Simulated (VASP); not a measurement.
Set up this calculation in VASP 6.6.1, as the native input.

```yaml
Task: single point
Functional: PBEsol
Dispersion: D3(BJ)
Potentials_or_basis: VASP PAW PBE potentials, release 64 (Ga_d, N)
Cutoff: 520 eV
k_mesh: 10 × 10 × 10
Occupations: fermi-dirac, width 0.05 eV
Spin: no spin polarisation
Dipole_correction: no
Further_INCAR_settings: ALGO = Normal; EDIFF = 1e-06; NBANDS = 16
```

The structure of GaN lies in POSCAR:

```
GaN
1.0
    0.0000000000      2.2385720745      2.2385720745
    2.2385720745      0.0000000000      2.2385720745
    2.2385720745      2.2385720745      0.0000000000
Ga N
1 1
Direct
    0.0000000000      0.0000000000      0.0000000000
    0.2500000000      0.2500000000      0.2500000000
```

One way to write it, as run:

INCAR

```
SYSTEM = GaN
ALGO = Normal ; EDIFF = 1E-6
ENCUT = 520 ; GGA = PS
ISIF = 2 ; ISMEAR = -1
IVDW = 12 ; LASPH = .True.
LCHARG = .False. ; LREAL = .False.
LWAVE = .False. ; NBANDS = 16
NELM = 60 ; PREC = Accurate
SIGMA = 0.05
```

KPOINTS

```
k-points
0
Gamma
  10 10 10
  0 0 0
```

Potentials or basis: VASP PAW PBE potentials, release 64 (Ga_d, N).

Command:

```console
$ cat potpaw_PBE.64/Ga_d/POTCAR potpaw_PBE.64/N/POTCAR > POTCAR
$ mpirun -np 1 vasp_std > vasp.out
```

It gave:

The pressure is -0.8 GPa and the band gap on the k mesh is 1.81 eV. The dispersion energy per atom is -0.225 eV.

Caveat: three body term missing; the PAW data sets were made with another functional, which shifts forces and pressure a little.

Run time: 8.8 s on 1 thread of AMD EPYC 9R45 (Zen 5), on a shared host, peak memory 0.13 GiB.
